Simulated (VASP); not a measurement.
# B2O (P-3m1) in VASP: further runs

B2O is run at these levels: PBE+D3(BJ); tasks: single point.

Everything below comes from runs of VASP 6.6.1. Logs are shortened: lines on timing, memory, paths and dates and some standing lists are left out, and cuts for length are marked.

### 1 The cell of the first run

The structure is trigonal, space group P-3m1 (No. 164). The conventional cell has a = 2.343 Å, b = 2.343 Å, c = 10.050 Å, α = 90.00°, β = 90.00°, γ = 120.00°. B (site symmetry 3m) has 3 O at 1.47 Å and 1 B at 1.81 Å within 2.0 Å. B (site symmetry 3m) has 3 B at 1.48 Å within 2.0 Å. O (site symmetry 3m) has 3 B at 1.47 Å within 2.0 Å.

### 2 Single point, PBE+D3(BJ) (7.96 Å³/atom)

INCAR

```
SYSTEM = B2O
ALGO = Fast
EDIFF = 1E-7
ENCUT = 520
GGA = PE
ISIF = 2
ISMEAR = 0
IVDW = 12
LASPH = .TRUE.
LCHARG = .FALSE.
LREAL = .FALSE.
LWAVE = .FALSE.
NBANDS = 21
NELM = 60
PREC = Accurate
SIGMA = 0.15
```

KPOINTS

```
k-points
0
G
  21 21 6
  0 0 0
```

POSCAR

```
B2O
1.0
    2.3432400641      0.0000000000      0.0000000000
   -1.1716200321      2.0293054227      0.0000000000
    0.0000000000      0.0000000000     10.0501566351
B O
4 2
Direct
    0.0000000000      0.0000000000      0.4099026039
    0.0000000000      0.0000000000      0.5900973961
    0.6666666667      0.3333333333      0.0293462865
    0.3333333333      0.6666666667      0.9706537135
    0.6666666667      0.3333333333      0.3525784977
    0.3333333333      0.6666666667      0.6474215023
```

Potentials or basis: VASP PAW PBE potentials, release 64 (B, O).

The run is started by

```
$ cat potpaw_PBE.64/B/POTCAR potpaw_PBE.64/O/POTCAR > POTCAR
$ mpirun -np 1 vasp_std > vasp.out
```

OUTCAR:

```text
SYSTEM = B2O
   EDIFF = 1E-7
   ENCUT = 520
   GGA = PE
   ISIF = 2
   ISMEAR = 0
   IVDW = 12
   LASPH = .TRUE.
   LREAL = .FALSE.
   NELM = 60
   PREC = Accurate
 IVDW          = 12

 ion  position               nearest neighbor table
   1  0.000  0.000  0.410-   5 1.47   5 1.47   5 1.47   2 1.81
   2  0.000  0.000  0.590-   6 1.47   6 1.47   6 1.47   1 1.81
   3  0.667  0.333  0.029-   4 1.48   4 1.48   4 1.48
   4  0.333  0.667  0.971-   3 1.48   3 1.48   3 1.48
   5  0.667  0.333  0.353-   1 1.47   1 1.47   1 1.47
   6  0.333  0.667  0.647-   2 1.47   2 1.47   2 1.47

  LATTYP: Found a hexagonal cell.
 ALAT       =     2.3432400641
 C/A-ratio  =     4.2890000001

  Lattice vectors:

 A1 = (   2.3432400641,   0.0000000000,   0.0000000000)
 A2 = (  -1.1716200321,   2.0293054227,   0.0000000000)
 A3 = (   0.0000000000,   0.0000000000,  10.0501566351)

Analysis of symmetry for initial positions (statically):
=====================================================================
 Subroutine PRICEL returns:
 Original cell was already a primitive cell.

 Routine SETGRP: Setting up the symmetry group for a
 hexagonal supercell.

 Subroutine GETGRP returns: Found 12 space group operations
 (whereof 12 operations were pure point group operations)
 out of a pool of 24 trial point group operations.

The static configuration has the point symmetry D_3d.

Analysis of symmetry for dynamics (positions and initial velocities):
=====================================================================
 Subroutine PRICEL returns:
 Original cell was already a primitive cell.

 Routine SETGRP: Setting up the symmetry group for a
 hexagonal supercell.

 Subroutine GETGRP returns: Found 12 space group operations
 (whereof 12 operations were pure point group operations)
 out of a pool of 24 trial point group operations.

The dynamic configuration has the point symmetry D_3d.

 Subroutine INISYM returns: Found 12 space group operations
 (whereof 12 operations are pure point group operations),
 and found     1 'primitive' translations

----------------------------------------------------------------------------------------

                                     Primitive cell

  volume of cell :      47.7900

  direct lattice vectors                    reciprocal lattice vectors
     2.343240064  0.000000000  0.000000000     0.426759518  0.246389723  0.000000000
    -1.171620032  2.029305423  0.000000000     0.000000000  0.492779445  0.000000000
     0.000000000  0.000000000 10.050156635     0.000000000  0.000000000  0.099500937

  length of vectors
     2.343240064  2.343240064 10.050156635     0.492779445  0.492779445  0.099500937

  position of ions in fractional coordinates (direct lattice)
     0.000000000  0.000000000  0.409902604
     0.000000000  0.000000000  0.590097396
     0.666666667  0.333333333  0.029346287
     0.333333333  0.666666667  0.970653713
     0.666666667  0.333333333  0.352578498
     0.333333333  0.666666667  0.647421502

  ion indices of the primitive-cell ions
   primitive index   ion index
                 1           1
                 2           2
                 3           3
                 4           4
                 5           5
                 6           6

----------------------------------------------------------------------------------------

 KPOINTS: k-points

Automatic generation of k-mesh.
 Grid dimensions read from file:
 generate k-points for:   21   21    6

 Generating k-lattice:

  Cartesian coordinates                     Fractional coordinates (reciprocal lattice)
     0.020321882  0.011732844  0.000000000     0.047619048  0.000000000  0.000000000
     0.000000000  0.023465688  0.000000000     0.000000000  0.047619048  0.000000000
     0.000000000  0.000000000  0.016583489     0.000000000  0.000000000  0.166666667

  Length of vectors
     0.023465688  0.023465688  0.016583489

  Shift w.r.t. Gamma in fractional coordinates (k-lattice)
     0.000000000  0.000000000  0.000000000

 Subroutine IBZKPT returns following result:
 ===========================================

 Found    266 irreducible k-points:

 Following reciprocal coordinates:
            Coordinates               Weight
  0.000000  0.000000  0.000000      1.000000
  0.047619  0.000000  0.000000      6.000000
  0.095238 -0.000000  0.000000      6.000000
  0.142857 -0.000000  0.000000      6.000000
  0.190476 -0.000000  0.000000      6.000000
  0.238095 -0.000000  0.000000      6.000000
[... 16 lines left out ...]
  0.142857  0.095238  0.000000     12.000000
  0.190476  0.095238  0.000000     12.000000
 [... further k-points ...]
   k-points           NKPTS =    266   k-points in BZ     NKDIM =    266   number of bands    NBANDS=     21
   number of dos      NEDOS =    301   number of ions     NIONS =      6
   total plane-waves  NPLWV =  25920
   dimension x,y,z NGX =    18 NGY =   18 NGZ =   80
   dimension x,y,z NGXF=    36 NGYF=   36 NGZF=  160
   ions per type =               4   2
   NGX,Y,Z   is equivalent  to a cutoff of  12.77, 12.77, 13.23 a.u.
   NGXF,Y,Z  is equivalent  to a cutoff of  25.54, 25.54, 26.47 a.u.
 SYSTEM =  B2O
   PREC   = accura    normal or accurate (medium, high low for compatibility)
   ISTART =      0    job   : 0-new  1-cont  2-samecut
   ICHARG =      2    charge: 1-file 2-atom 10-const
   ISPIN  =      1    spin polarized calculation?
   LNONCOLLINEAR =      F non collinear calculations
   LSORBIT =      F    spin-orbit coupling
   LASPH  =      T    aspherical Exc in radial PAW
   ENCUT  =  520.0 eV  38.22 Ry    6.18 a.u.   4.36  4.36 18.69*2*pi/ulx,y,z
   NELM   =     60;   NELMIN=  2; NELMDL= -5     # of ELM steps
   EDIFF  = 0.1E-06   stopping-criterion for ELM
   LREAL  =      F    real-space projection
   EDIFFG = 0.1E-05   stopping-criterion for IOM
   NSW    =      0    number of steps for IOM
   IBRION =     -1    ionic relax: 0-MD 1-quasi-New 2-CG
   NFREE  =      0    steps in history (QN), initial steepest desc. (CG)
   ISIF   =      2    stress and relaxation
   ISYM   =      2    0-nonsym 1-usesym 2-fastsym
   POTIM  = 0.5000    time-step for ionic-motion
   TEBEG  =    0.0;   TEEND  =   0.0 temperature during run
   PSTRESS=    0.0 pullay stress
   NELECT =      24.0000    total number of electrons
   NUPDOWN=      -1.0000    fix difference up-down
   EMIN   =  10.00;   EMAX   =-10.00  energy-range for DOS
   EFERMI =   0.00;   METHOD = LEGACY
   ISMEAR =     0;   SIGMA  =   0.15  broadening in eV -4-tet -1-fermi 0-gaus
   EFERMI_NEDOS =   21; number of points for ismear=-14 and -15
   IALGO  =     68    algorithm
   IMIX   =      4    mixing-type and parameters
     AMIX     =   0.40;   BMIX     =  1.00
     AMIX_MAG =   1.60;   BMIX_MAG =  1.00
  volume/ion in A,a.u.               =       7.96        53.75
  Fermi-wavevector in a.u.,A,eV,Ry     =   1.301266  2.459037 23.038669  1.693294
  Thomas-Fermi vector in A             =   2.432411
   LORBIT       =      0    0 simple, 1 ext, 2 COOP (PROOUT), +10 PAW based schemes
   GGA     = PE    functional components
   LHFCALC =     F    Hartree Fock is set to
   AEXX    =    0.0000 exact exchange contribution
   IVDW    =    12    specifies the selected vdW correction
   LEPSILON=     F    determine dielectric tensor
   LRPA    =     F    only Hartree local field effects (RPA)
 non-spin polarized calculation
 RMM-DIIS sequential band-by-band and
 Gauss-broadening in eV      SIGMA  =   0.15
  energy-cutoff  :      520.00
  volume of cell :       47.79
 maximum number of plane-waves:      1327
 NGX is ok and might be reduce to    18
   NGX =  9   NGY =  9   NGZ = 37

 number of electron      23.9999989 magnetization

 Free energy of the ion-electron system (eV)
  ---------------------------------------------------
  ext. energy  EPLUGINS =         0.00000000
  ---------------------------------------------------
  free energy    TOTEN  =       -38.06106259 eV

  energy without entropy =      -38.04895191  energy(sigma->0) =      -38.05500725

 E-fermi :   5.9777     XC(G=0): -10.6491

 val. band max:        5.9590861901   @ k =   0.3333   0.1429   0.1667
 cond. band min:       5.9796771947   @ k =   0.4762  -0.0000   0.0000
 fundamental gap:      0.0205910046
 Fermi energy:         5.9777420583

 k-point     1 :       0.0000    0.0000    0.0000
  band No.  band energies     occupation
      1     -20.8409      2.00000
      2     -20.3901      2.00000
      3      -8.9395      2.00000
      4      -7.1304      2.00000
      5      -3.0281      2.00000
      6      -0.3207      2.00000
[... 13 lines left out ...]
     20      19.1517      0.00000
     21      19.1528      0.00000

 k-point     2 :       0.0476    0.0000    0.0000
  band No.  band energies     occupation
      1     -20.7937      2.00000
      2     -20.3446      2.00000
      3      -8.8821      2.00000
      4      -7.0684      2.00000
      5      -2.9952      2.00000
      6      -0.5560      2.00000
[... 13 lines left out ...]
     20      19.2208      0.00000
     21      19.4230      0.00000

 k-point     3 :       0.0952   -0.0000    0.0000
  band No.  band energies     occupation
      1     -20.6534      2.00000
      2     -20.2095      2.00000
      3      -8.7099      2.00000
      4      -6.8836      2.00000
      5      -2.9068      2.00000
      6      -1.1909      2.00000
[... 13 lines left out ...]
     20      19.3798      0.00000
     21      20.1352      0.00000
[... 457 lines left out ...]
 k-point    23 :       0.1429    0.0952    0.0000
  band No.  band energies     occupation
      1     -19.9805      2.00000
      2     -19.5654      2.00000
      3      -7.8508      2.00000
      4      -5.9939      2.00000
      5      -3.4925      2.00000
      6      -3.3685      2.00000
[... 13 lines left out ...]
     20      16.4357      0.00000
     21      20.3621      0.00000

 k-point    24 :       0.1905    0.0952    0.0000
  band No.  band energies     occupation
      1     -19.6028      2.00000
      2     -19.2075      2.00000
      3      -7.3372      2.00000
      4      -5.5250      2.00000
      5      -4.4789      2.00000
      6      -4.2986      2.00000
[... 13 lines left out ...]
     20      16.8070      0.00000
     21      20.6185      0.00000

 [... further k-points ...]

------------------------ aborting loop because EDIFF is reached ----------------------------------------

 Edisp (eV)   -0.88371

 E8    (eV) :    -0.2692

  FORCE on cell =-STRESS in cart. coord.  units (eV):
  Direction    XX          YY          ZZ          XY          YZ          ZX
  --------------------------------------------------------------------------------------
  -------------------------------------------------------------------------------------
  Total      18.55131    18.55131     1.75666    -0.00000     0.00000     0.00000
  in kB     621.93965   621.93965    58.89267    -0.00000     0.00000     0.00000
  external pressure =      434.26 kB  Pullay stress =        0.00 kB

 VOLUME and BASIS-vectors are now :
 -----------------------------------------------------------------------------
  energy-cutoff  :      520.00
  volume of cell :       47.79
      direct lattice vectors                 reciprocal lattice vectors
     2.343240064  0.000000000  0.000000000     0.426759518  0.246389723  0.000000000
    -1.171620032  2.029305423  0.000000000     0.000000000  0.492779445  0.000000000
     0.000000000  0.000000000 10.050156635     0.000000000  0.000000000  0.099500937

 POSITION                                       TOTAL-FORCE (eV/Angst)
 -----------------------------------------------------------------------------------
      0.00000      0.00000      4.11959         0.000000      0.000000      1.105332
      0.00000      0.00000      5.93057        -0.000000     -0.000000     -1.105332
      1.17162      0.67644      0.29493         0.000000      0.000000      3.607503
     -0.00000      1.35287      9.75522        -0.000000     -0.000000     -3.607503
      1.17162      0.67644      3.54347         0.000000      0.000000     -0.674590
     -0.00000      1.35287      6.50669        -0.000000     -0.000000      0.674590
 -----------------------------------------------------------------------------------
    total drift:                               -0.000000      0.000000     -0.000000

  FREE ENERGIE OF THE ION-ELECTRON SYSTEM (eV)
  ---------------------------------------------------
  free  energy   TOTEN  =       -38.9447724655 eV

  energy  without entropy=      -38.9326617782  energy(sigma->0) =      -38.93871712
```

Wall time 3 min (1 thread of Oxide Virtual Turin-like, shared host); peak memory 0.3 GiB.

Results:

| Quantity | Value |
| --- | --- |
| Free energy | -38.9448 eV |
| Pressure | 43.4 GPa |
| Largest force | 3.608 eV/Å |
| Band gap on the k mesh | zero (bands 12 and 13 overlap by 3.19 eV) |
| Dispersion energy per atom | -0.147 eV |

Forces in eV/Å, atoms in the order of the input:
```
B    0.000  0.000  1.105
B    0.000  0.000 -1.105
B    0.000  0.000  3.608
B    0.000  0.000 -3.608
O    0.000  0.000 -0.675
O    0.000  0.000  0.675
```

Caveat: the stress differs along the axes, from 6 to 62 GPa; forces of over 1 eV/Å act on the atoms, so gaps and moduli don't describe the material at rest.

### 3 Single point, PBE+D3(BJ) (7.96 Å³/atom)

INCAR

```
ALGO     = Fast           # electronic algorithm
EDIFF    = 1E-6           # SCF threshold, eV
ENCUT    = 520            # plane-wave cutoff, eV
GGA      = PE             # functional
ISIF     = 2              # what is computed and relaxed
ISMEAR   = 0              # smearing method
IVDW     = 12             # dispersion correction
LASPH    = True           # aspherical terms in the spheres
LCHARG   = False          # write CHGCAR
LREAL    = False          # projectors in reciprocal space
LWAVE    = False          # write WAVECAR
NBANDS   = 21             # bands
NELM     = 60             # most SCF steps
PREC     = Accurate       # precision mode
SIGMA    = 0.15           # smearing width, eV
```

KPOINTS

```
k-points
0
Gamma
  21 21 6
```

Edit POSCAR of step 2 so:

```diff
@@ -2,5 +2,5 @@
 1.0
-    2.3432400641      0.0000000000      0.0000000000
-   -1.1716200321      2.0293054227      0.0000000000
-    0.0000000000      0.0000000000     10.0501566351
+    2.4722471030      0.0000000000      0.0000000000
+   -1.2361235515      2.1410287956      0.0000000000
+    0.0000000000      0.0000000000      9.0286464202
 B O
```

Potentials or basis: VASP PAW PBE potentials, release 64 (B, O).

The run is started by

```
$ cat potpaw_PBE.64/B/POTCAR potpaw_PBE.64/O/POTCAR > POTCAR
$ mpirun -np 1 vasp_std > vasp.out
```

Run time: 2.8 min. Hardware: 1 thread of Oxide Virtual Turin-like, shared host; peak memory 0.29 GiB.

The run converged. Its results:

```
Free energy                : -39.9044 eV
Pressure                   : 25.5 GPa
Largest force              : 1.456 eV/Å
Band gap on the k mesh     : zero (bands 12 and 13 overlap by 4.71 eV)
Dispersion energy per atom : -0.152 eV
```

Forces in eV/Å, atoms in the order of the input:
```
B    0.000  0.000 -1.065
B    0.000  0.000  1.065
B    0.000  0.000  1.316
B    0.000  0.000 -1.316
O    0.000  0.000 -1.456
O    0.000  0.000  1.456
```

Stress tensor (GPa, compression positive):
```
26.89  0.00  0.00
 0.00 26.89  0.00
 0.00  0.00 22.79
```

Levels at points of the mesh, in eV from the Fermi level:
```tsv
k point	band 9	band 10	band 11	band 12	band 13	band 14	band 15	band 16
(0.00, 0.00, 0.00)	-6.24	-4.73	-2.08	3.92	3.92	3.95	5.38	6.13
(0.00, 0.00, 0.50)	-6.24	-5.38	-1.57	3.58	3.92	3.92	5.80	5.87
```

Caveat: the cell stands under pressure; forces of over 1 eV/Å act on the atoms, so gaps and moduli don't describe the material at rest.

The gap in the log of VASP goes by the Fermi energy; the results here count the filled bands.